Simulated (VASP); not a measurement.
# NbPdO2 (P6_3/mmc) in VASP: further runs

Runs on NbPdO2. Level: PBE. Tasks: single point, relaxation of cell and atoms.

Program: VASP 6.6.1. These are calculated values, not measurements. Logs are shortened: lines on timing, memory, paths and dates and some standing lists are left out, and cuts for length are marked.

## Step 1: The cell of the first run

The structure is hexagonal, space group P6_3/mmc (No. 194). The conventional cell has a = 2.921 Å, b = 2.921 Å, c = 14.494 Å, α = 90.00°, β = 90.00°, γ = 120.00°. Nb (site symmetry -6m2) has 6 O at 2.09 Å within 2.8 Å. Within 3.8 Å of Pd (site symmetry -3m) lie 6 Pd at 2.92 Å and 6 O at 2.93 Å. Within 2.8 Å of O (site symmetry 3m) lie 3 Nb at 2.09 Å and 1 O at 2.46 Å.

## Step 2: Single point, PBE

Contents of INCAR:

```
PREC     = Accurate       # precision mode
ENCUT    = 520            # plane-wave cutoff, eV
EDIFF    = 1E-7           # SCF threshold, eV
ISMEAR   = 0              # smearing method
SIGMA    = 0.1            # smearing width, eV
LREAL    = False          # projectors in reciprocal space
LASPH    = True           # aspherical terms in the spheres
NELM     = 100            # most SCF steps
ALGO     = Normal         # electronic algorithm
ISIF     = 2              # what is computed and relaxed
LWAVE    = False          # write WAVECAR
LCHARG   = False          # write CHGCAR
GGA      = PE             # functional
NBANDS   = 45             # bands
```

Contents of KPOINTS:

```
Automatic mesh
0
Gamma
  6 6 2
```

Contents of POSCAR:

```
NbPdO2
1.0
    2.9210359618      0.0000000000      0.0000000000
   -1.4605179809      2.5296913483      0.0000000000
    0.0000000000      0.0000000000     14.4943086767
Nb Pd O
2 2 4
Direct
    0.3333333333      0.6666666667      0.7500000000
    0.6666666667      0.3333333333      0.2500000000
    0.0000000000      0.0000000000      0.5000000000
    0.0000000000      0.0000000000      0.0000000000
    0.3333333333      0.6666666667      0.3347746951
    0.6666666667      0.3333333333      0.8347746951
    0.6666666667      0.3333333333      0.6652253049
    0.3333333333      0.6666666667      0.1652253049
```

Potentials or basis: VASP PAW PBE potentials, release 64 (Nb_sv, Pd, O).

Launch:

```sh
$ cat potpaw_PBE.64/Nb_sv/POTCAR potpaw_PBE.64/Pd/POTCAR potpaw_PBE.64/O/POTCAR > POTCAR
$ mpirun -np 1 vasp_std > vasp.out
```

OUTCAR:

```text
PREC = Accurate
   ENCUT = 520
   EDIFF = 1E-7
   ISMEAR = 0
   LREAL = False
   LASPH = True
   NELM = 100
   ISIF = 2
   GGA = PE

 ion  position               nearest neighbor table
   1  0.333  0.667  0.750-   6 2.09   7 2.09   6 2.09   7 2.09   6 2.09   7 2.09
   2  0.667  0.333  0.250-   5 2.09   8 2.09   5 2.09   8 2.09   5 2.09   8 2.09
   3  0.000  0.000  0.500-
   4  0.000  0.000  0.000-
   5  0.333  0.667  0.335-   2 2.09   2 2.09   2 2.09
   6  0.667  0.333  0.835-   1 2.09   1 2.09   1 2.09
   7  0.667  0.333  0.665-   1 2.09   1 2.09   1 2.09
   8  0.333  0.667  0.165-   2 2.09   2 2.09   2 2.09

  LATTYP: Found a hexagonal cell.
 ALAT       =     2.9210359618
 C/A-ratio  =     4.9620439003

  Lattice vectors:

 A1 = (   2.9210359618,   0.0000000000,   0.0000000000)
 A2 = (  -1.4605179809,   2.5296913483,   0.0000000000)
 A3 = (   0.0000000000,   0.0000000000,  14.4943086767)

Analysis of symmetry for initial positions (statically):
=====================================================================
 Subroutine PRICEL returns:
 Original cell was already a primitive cell.

 Routine SETGRP: Setting up the symmetry group for a
 hexagonal supercell.

 Subroutine GETGRP returns: Found 24 space group operations
 (whereof 12 operations were pure point group operations)
 out of a pool of 24 trial point group operations.

The static configuration has the point symmetry D_3d.
 The point group associated with its full space group is D_6h.

Analysis of symmetry for dynamics (positions and initial velocities):
=====================================================================
 Subroutine PRICEL returns:
 Original cell was already a primitive cell.

 Routine SETGRP: Setting up the symmetry group for a
 hexagonal supercell.

 Subroutine GETGRP returns: Found 24 space group operations
 (whereof 12 operations were pure point group operations)
 out of a pool of 24 trial point group operations.

The dynamic configuration has the point symmetry D_3d.
 The point group associated with its full space group is D_6h.

 Subroutine INISYM returns: Found 24 space group operations
 (whereof 12 operations are pure point group operations),
 and found     1 'primitive' translations

----------------------------------------------------------------------------------------

                                     Primitive cell

  volume of cell :     107.1031

  direct lattice vectors                    reciprocal lattice vectors
     2.921035962  0.000000000  0.000000000     0.342344296  0.197652571  0.000000000
    -1.460517981  2.529691348  0.000000000     0.000000000  0.395305143  0.000000000
     0.000000000  0.000000000 14.494308677     0.000000000  0.000000000  0.068992597

  length of vectors
     2.921035962  2.921035962 14.494308677     0.395305143  0.395305143  0.068992597

  position of ions in fractional coordinates (direct lattice)
     0.333333333  0.666666667  0.750000000
     0.666666667  0.333333333  0.250000000
     0.000000000  0.000000000  0.500000000
     0.000000000  0.000000000  0.000000000
     0.333333333  0.666666667  0.334774695
     0.666666667  0.333333333  0.834774695
     0.666666667  0.333333333  0.665225305
     0.333333333  0.666666667  0.165225305

  ion indices of the primitive-cell ions
   primitive index   ion index
                 1           1
                 2           2
                 3           3
                 4           4
                 5           5
                 6           6
                 7           7
                 8           8

----------------------------------------------------------------------------------------

 KPOINTS: Automatic mesh

Automatic generation of k-mesh.
 Grid dimensions read from file:
 generate k-points for:    6    6    2

 Generating k-lattice:

  Cartesian coordinates                     Fractional coordinates (reciprocal lattice)
     0.057057383  0.032942095  0.000000000     0.166666667  0.000000000  0.000000000
     0.000000000  0.065884190  0.000000000     0.000000000  0.166666667  0.000000000
     0.000000000  0.000000000  0.034496299     0.000000000  0.000000000  0.500000000

  Length of vectors
     0.065884190  0.065884190  0.034496299

  Shift w.r.t. Gamma in fractional coordinates (k-lattice)
     0.000000000  0.000000000  0.000000000

 Subroutine IBZKPT returns following result:
 ===========================================

 Found     14 irreducible k-points:

 Following reciprocal coordinates:
            Coordinates               Weight
  0.000000  0.000000  0.000000      1.000000
  0.166667  0.000000  0.000000      6.000000
  0.333333  0.000000  0.000000      6.000000
  0.500000 -0.000000  0.000000      3.000000
  0.166667  0.166667  0.000000      6.000000
  0.333333  0.166667  0.000000     12.000000
  0.333333  0.333333  0.000000      2.000000
  0.000000  0.000000  0.500000      1.000000
  0.166667  0.000000  0.500000      6.000000
  0.333333  0.000000  0.500000      6.000000
  0.500000 -0.000000  0.500000      3.000000
  0.166667  0.166667  0.500000      6.000000
  0.333333  0.166667  0.500000     12.000000
  0.333333  0.333333  0.500000      2.000000
   k-points           NKPTS =     14   k-points in BZ     NKDIM =     14   number of bands    NBANDS=     45
   number of dos      NEDOS =    301   number of ions     NIONS =      8
   total plane-waves  NPLWV =  62208
   dimension x,y,z NGX =    24 NGY =   24 NGZ =  108
   dimension x,y,z NGXF=    48 NGYF=   48 NGZF=  216
   ions per type =               2   2   4
   NGX,Y,Z   is equivalent  to a cutoff of  13.66, 13.66, 12.39 a.u.
   NGXF,Y,Z  is equivalent  to a cutoff of  27.32, 27.32, 24.77 a.u.
 SYSTEM =  unknown system
   PREC   = accura    normal or accurate (medium, high low for compatibility)
   ISTART =      0    job   : 0-new  1-cont  2-samecut
   ICHARG =      2    charge: 1-file 2-atom 10-const
   ISPIN  =      1    spin polarized calculation?
   LNONCOLLINEAR =      F non collinear calculations
   LSORBIT =      F    spin-orbit coupling
   LASPH  =      T    aspherical Exc in radial PAW
   ENCUT  =  520.0 eV  38.22 Ry    6.18 a.u.   5.43  5.43 26.95*2*pi/ulx,y,z
   NELM   =    100;   NELMIN=  2; NELMDL= -5     # of ELM steps
   EDIFF  = 0.1E-06   stopping-criterion for ELM
   LREAL  =      F    real-space projection
   EDIFFG = 0.1E-05   stopping-criterion for IOM
   NSW    =      0    number of steps for IOM
   IBRION =     -1    ionic relax: 0-MD 1-quasi-New 2-CG
   NFREE  =      0    steps in history (QN), initial steepest desc. (CG)
   ISIF   =      2    stress and relaxation
   ISYM   =      2    0-nonsym 1-usesym 2-fastsym
   POTIM  = 0.5000    time-step for ionic-motion
   TEBEG  =    0.0;   TEEND  =   0.0 temperature during run
   PSTRESS=    0.0 pullay stress
   NELECT =      70.0000    total number of electrons
   NUPDOWN=      -1.0000    fix difference up-down
   EMIN   =  10.00;   EMAX   =-10.00  energy-range for DOS
   EFERMI =   0.00;   METHOD = LEGACY
   ISMEAR =     0;   SIGMA  =   0.10  broadening in eV -4-tet -1-fermi 0-gaus
   EFERMI_NEDOS =   21; number of points for ismear=-14 and -15
   IALGO  =     38    algorithm
   IMIX   =      4    mixing-type and parameters
     AMIX     =   0.40;   BMIX     =  1.00
     AMIX_MAG =   1.60;   BMIX_MAG =  1.00
  volume/ion in A,a.u.               =      13.39        90.35
  Fermi-wavevector in a.u.,A,eV,Ry     =   1.420715  2.684761 27.462409  2.018430
  Thomas-Fermi vector in A             =   2.541601
   LORBIT       =      0    0 simple, 1 ext, 2 COOP (PROOUT), +10 PAW based schemes
   GGA     = PE    functional components
   LHFCALC =     F    Hartree Fock is set to
   AEXX    =    0.0000 exact exchange contribution
   IVDW    =     0    specifies the selected vdW correction
   LEPSILON=     F    determine dielectric tensor
   LRPA    =     F    only Hartree local field effects (RPA)
 non-spin polarized calculation
 Gauss-broadening in eV      SIGMA  =   0.10
  energy-cutoff  :      520.00
  volume of cell :      107.10
 maximum number of plane-waves:      2981
 NGX is ok and might be reduce to    24
   NGX = 11   NGY = 11   NGZ = 53

 number of electron      69.9999992 magnetization

 Free energy of the ion-electron system (eV)
  ---------------------------------------------------
  ext. energy  EPLUGINS =         0.00000000
  ---------------------------------------------------
  free energy    TOTEN  =       -61.78659030 eV

  energy without entropy =      -61.72039717  energy(sigma->0) =      -61.75349374

 E-fermi :   6.8585     XC(G=0): -11.5497

 val. band max:        6.8579559696   @ k =   0.3333   0.3333   0.5000
 cond. band min:       6.8697470534   @ k =   0.3333   0.1667   0.0000
 fundamental gap:      0.0117910838
 Fermi energy:         6.8584580873

 k-point     1 :       0.0000    0.0000    0.0000
  band No.  band energies     occupation
      1     -48.4917      2.00000
      2     -48.4917      2.00000
      3     -24.8177      2.00000
      4     -24.8176      2.00000
      5     -23.9711      2.00000
      6     -23.9711      2.00000
[... 37 lines left out ...]
     44      10.8432      0.00000
     45      10.8538      0.00000

 k-point     2 :       0.1667    0.0000    0.0000
  band No.  band energies     occupation
      1     -48.4457      2.00000
      2     -48.4457      2.00000
      3     -24.7248      2.00000
      4     -24.7247      2.00000
      5     -24.3509      2.00000
      6     -24.3509      2.00000
[... 37 lines left out ...]
     44      10.8718      0.00000
     45      11.4068      0.00000

 k-point     3 :       0.3333    0.0000    0.0000
  band No.  band energies     occupation
      1     -48.3523      2.00000
      2     -48.3523      2.00000
      3     -25.0484      2.00000
      4     -25.0484      2.00000
      5     -24.5322      2.00000
      6     -24.5322      2.00000
[... 517 lines left out ...]
     44      12.0732      0.00000
     45      12.6522      0.00000

 k-point    14 :       0.3333    0.3333    0.5000
  band No.  band energies     occupation
      1     -48.2813      2.00000
      2     -48.2813      2.00000
      3     -25.0958      2.00000
      4     -25.0958      2.00000
      5     -24.7855      2.00000
      6     -24.7855      2.00000
[... 37 lines left out ...]
     44      12.5622      0.00000
     45      14.5187      0.00000

------------------------ aborting loop because EDIFF is reached ----------------------------------------

  FORCE on cell =-STRESS in cart. coord.  units (eV):
  Direction    XX          YY          ZZ          XY          YZ          ZX
  --------------------------------------------------------------------------------------
  -------------------------------------------------------------------------------------
  Total       -0.1606439     -0.1606439     -0.1262683      0.0000000      0.0000000      0.0000000
  in kB       -2.4031057     -2.4031057     -1.8888736      0.0000000      0.0000000      0.0000000
  external PRESSURE =      -2.2316950 kB  Pullay stress =       0.0000000 kB

 VOLUME and BASIS-vectors are now :
 -----------------------------------------------------------------------------
  energy-cutoff  :      520.00
  volume of cell :      107.10
      direct lattice vectors                 reciprocal lattice vectors
     2.921035962  0.000000000  0.000000000     0.342344296  0.197652571  0.000000000
    -1.460517981  2.529691348  0.000000000     0.000000000  0.395305143  0.000000000
     0.000000000  0.000000000 14.494308677     0.000000000  0.000000000  0.068992597

 POSITION                                       TOTAL-FORCE (eV/Angst)
 -----------------------------------------------------------------------------------
     -0.00000      1.68646     10.87073         0.000000     -0.000000      0.000000
      1.46052      0.84323      3.62358        -0.000000      0.000000      0.000000
      0.00000      0.00000      7.24715        -0.000000      0.000000      0.000000
      0.00000      0.00000      0.00000        -0.000000      0.000000      0.000000
     -0.00000      1.68646      4.85233        -0.000000      0.000000      0.012073
      1.46052      0.84323     12.09948         0.000000      0.000000      0.012073
      1.46052      0.84323      9.64198         0.000000     -0.000000     -0.012073
     -0.00000      1.68646      2.39483        -0.000000      0.000000     -0.012073
 -----------------------------------------------------------------------------------
    total drift:                               -0.000000      0.000000     -0.000000

  FREE ENERGIE OF THE ION-ELECTRON SYSTEM (eV)
  ---------------------------------------------------
  free  energy   TOTEN  =       -61.7865903049 eV

  energy  without entropy=      -61.7203971744  energy(sigma->0) =      -61.75349374
```

Run time: 98 s. Hardware: 1 thread of Intel Xeon Platinum 8259CL at 2.50GHz (Skylake/Cascade Lake), shared host; peak memory 0.26 GiB.

Results:

* Free energy: -61.7866 eV
* Pressure: -0.2 GPa
* Largest force: 0.012 eV/Å
* Band gap on the k mesh: zero (bands 35 and 36 overlap by 0.63 eV)

Forces in eV/Å, atoms in the order of the input:
```
Nb   0.000  0.000  0.000
Nb   0.000  0.000  0.000
Pd   0.000  0.000  0.000
Pd   0.000  0.000  0.000
O    0.000  0.000  0.012
O    0.000  0.000  0.012
O    0.000  0.000 -0.012
O    0.000  0.000 -0.012
```

Caveat: the k points lie up to 0.41 Å⁻¹ apart, too coarse for converged energies and pressures of a metal.

## Step 3: Relaxation of cell and atoms, PBE

This run uses another cell than the first one, of 10.60 Å³/atom.

Contents of INCAR:

```
PREC = Accurate ; ENCUT = 600
EDIFF = 1E-6 ; ISMEAR = 0
SIGMA = 0.1 ; LREAL = F
LASPH = T ; NELM = 60
ALGO = Normal ; ISIF = 3
LWAVE = F ; LCHARG = F
GGA = PE ; IBRION = 2
NSW = 90 ; EDIFFG = -0.04
```

KPOINTS is that of step 2.

Contents of POSCAR:

```
NbPdO2
1.0
    2.7965077584      0.0000000000      0.0000000000
   -1.3982538792      2.4218467606      0.0000000000
    0.0000000000      0.0000000000     12.5158389185
Nb Pd O
2 2 4
Direct
    0.3333333333      0.6666666667      0.7500000000
    0.6666666667      0.3333333333      0.2500000000
    0.0000000000      0.0000000000      0.5000000000
    0.0000000000      0.0000000000      0.0000000000
    0.3333333333      0.6666666667      0.4140000000
    0.6666666667      0.3333333333      0.9140000000
    0.6666666667      0.3333333333      0.5860000000
    0.3333333333      0.6666666667      0.0860000000
```

Potentials or basis: VASP PAW PBE potentials, release 64 (Nb_sv, Pd, O).

Launch:

```sh
$ cat potpaw_PBE.64/Nb_sv/POTCAR potpaw_PBE.64/Pd/POTCAR potpaw_PBE.64/O/POTCAR > POTCAR
$ mpirun -np 1 vasp_std > vasp.out
```

Run time: 41 min. Hardware: 1 thread of Intel Xeon Platinum 8259CL at 2.50GHz (Skylake/Cascade Lake), shared host; peak memory 0.27 GiB.

It converged, with:

* Free energy: -61.7546 eV
* Relaxed volume: 13.27 Å³/atom
* Relaxed cell: a = 2.920 Å, b = 2.920 Å, c = 14.373 Å, α = 90.00°, β = 90.00°, γ = 120.00°
* Space group after relaxing (to 0.1 Å): P6_3/mmc (No. 194)
* Pressure after relaxing: -0.1 GPa
* Largest force after relaxing: 0.023 eV/Å
* Band gap on the k mesh: zero (bands 35 and 36 overlap by 0.63 eV)

Forces on the atoms (eV/Å):
```
Nb   0.000  0.000  0.000
Nb   0.000  0.000  0.000
Pd   0.000  0.000  0.000
Pd   0.000  0.000  0.000
O    0.000  0.000 -0.023
O    0.000  0.000 -0.023
O    0.000  0.000  0.023
O    0.000  0.000  0.023
```

Stress tensor (GPa, compression positive):
```
-0.03  0.00  0.00
 0.00 -0.03  0.00
 0.00  0.00 -0.22
```

Final structure:
```
Nb Pd O
1.0
     2.92002    0.00000    0.00000
    -1.46001    2.52881    0.00000
     0.00000    0.00000   14.37252
Nb Pd O
2 2 4
Direct
  0.33333 0.66667 0.75000
  0.66667 0.33333 0.25000
  0.00000 0.00000 0.50000
  0.00000 0.00000 0.00000
  0.33333 0.66667 0.33567
  0.66667 0.33333 0.83567
  0.66667 0.33333 0.66433
  0.33333 0.66667 0.16433
```

Levels at points of the mesh, in eV from the Fermi level:
```
           k point  band 31  band 32  band 33  band 34  band 35  band 36  band 37  band 38  band 39  band 40
(0.00, 0.00, 0.00)    -0.44    -0.09    -0.09    -0.09    -0.09     1.04     1.07     1.95     3.08     3.08
(0.50, 0.00, 0.00)    -0.36    -0.13     0.00     0.29     0.49     0.49     3.42     3.79     4.11     4.28
(0.00, 0.00, 0.50)    -0.09    -0.09    -0.09    -0.09     0.07     0.07     1.75     1.75     3.09     3.09
(0.50, 0.00, 0.50)    -0.37    -0.37     0.20     0.20     0.49     0.49     3.58     3.58     4.14     4.14
```

Caveat: the k points lie up to 0.41 Å⁻¹ apart in the final cell, too coarse for converged energies and pressures of a metal; the volume moved by over 15 % at a fixed basis, so the end points are rough.
